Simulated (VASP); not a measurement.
EuNbTe4, 6 atoms in the cell. It takes space group I422 (No. 97, tetragonal). Conventional cell: a = 7.273 Å, b = 7.273 Å, c = 6.011 Å, α = 90.00°, β = 90.00°, γ = 90.00°. Eu (site symmetry 422) has 2 Nb at 3.01 Å and 8 Te at 3.11 Å within 4.0 Å. Within 4.0 Å of Nb (site symmetry 422) lie 2 Eu at 3.01 Å and 8 Te at 3.11 Å. Within 4.1 Å of Te (site symmetry 2) lie 2 Nb at 3.11 Å and 2 Eu at 3.11 Å and 11 Te at 3.37 to 3.85 Å. 

* Program: VASP 6.6.1
* Task: single point
* Functional: PBE
* Potentials or basis: VASP PAW PBE potentials, release 64 (Eu, Nb_sv, Te)
* Cutoff: 520 eV
* k mesh: 4 × 4 × 4
* Occupations: gaussian, width 0.1 eV
* Spin: collinear spin, ferromagnetic start
* Starting moments: [7.0, 0.0, 0.0, 0.0, 0.0, 0.0] μB
* Dipole correction: no
* Further INCAR settings: ALGO = Normal; EDIFF = 1e-06; NBANDS = 40

Potentials or basis: VASP PAW PBE potentials, release 64 (Eu, Nb_sv, Te).

Launch:

```sh
$ cat potpaw_PBE.64/Eu/POTCAR potpaw_PBE.64/Nb_sv/POTCAR potpaw_PBE.64/Te/POTCAR > POTCAR
$ mpirun -np 1 vasp_std > vasp.out
```

Hardware: 1 thread of AMD EPYC 7R43 64-Core Processor (Zen 3) (shared host).

Task: Estimate the wall time of this run.

Result: Run time: 9.3 min on 1 thread of AMD EPYC 7R43 64-Core Processor (Zen 3), on a shared host, peak memory 0.44 GiB. Counts: scf iterations 36, k points 13.
